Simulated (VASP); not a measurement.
**LiF: single point with r2SCAN**

Crystal: LiF.

```
F Li
1.0
     0.00000    2.01400    2.01400
     2.01400    0.00000    2.01400
     2.01400    2.01400    0.00000
F Li
1 1
Cartesian
  2.0140 2.0140 2.0140
  0.0000 0.0000 0.0000
```

```yaml
Program: VASP 6.6.1
Task: single point
Functional: r2SCAN
Potentials_or_basis: VASP PAW PBE potentials, release 64 (F, Li_sv)
Cutoff: 520 eV
k_mesh: 10 × 10 × 10
Occupations: methfessel-paxton, width 0.05 eV
Spin: no spin polarisation
```

- Band gap on the k mesh: 10.27 eV

Levels at points of the mesh, in eV from the valence-band top:
| k point | band 1 | band 2 | band 3 | band 4 | band 5 | band 6 | band 7 | band 8 | band 9 | band 10 |
| --- | --- | --- | --- | --- | --- | --- | --- | --- | --- | --- |
| (0.00, 0.00, 0.00) | -42.07 | -21.10 | 0.00 | 0.00 | 0.00 | 10.27 | 25.48 | 25.48 | 25.48 | 26.07 |
| (0.50, 0.00, 0.00) | -42.01 | -20.68 | -2.49 | -0.24 | -0.24 | 11.83 | 18.14 | 20.44 | 20.44 | 32.27 |
| (0.50, 0.50, 0.00) | -42.00 | -20.42 | -3.00 | -1.01 | -1.01 | 16.06 | 17.44 | 19.11 | 21.92 | 21.92 |

Wall time 45 s on 1 thread of Intel Xeon 8259CL, with other jobs on the host, peak memory 0.14 GiB.

 A k mesh can miss the band edges.
